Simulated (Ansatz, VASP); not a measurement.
Two plane-wave programs on Ag

```
CELL_PARAMETERS angstrom
0.00000 2.05396 2.05396
2.05396 0.00000 2.05396
2.05396 2.05396 0.00000
ATOMIC_POSITIONS crystal
Ag 0.00000 0.00000 0.00000
```

Alike in both runs: task single point; functional PBE; k mesh 10 × 10 × 10; occupations fermi-dirac, width 0.02 eV; no spin polarisation.

```csv
,VASP,Ansatz
version,VASP 6.6.1,Ansatz 0.2.0
potentials or method,"VASP PAW PBE potentials, release 64 (Ag)","plane waves, PAW"
plane-wave cutoff (eV),520,420
valence electrons in the cell,11,19
```

```tsv
	VASP	Ansatz	Ansatz less VASP
gap on the k mesh at the Fermi level (eV)	none	none	-
pressure (GPa)	3.0	3.2	+0.16
```

A gap of «none» marks a metal or a gap that the smearing closes. VASP's potentials hold 11 valence electrons a cell and Ansatz's 19, so a difference there can come from the potentials and not from the codes.
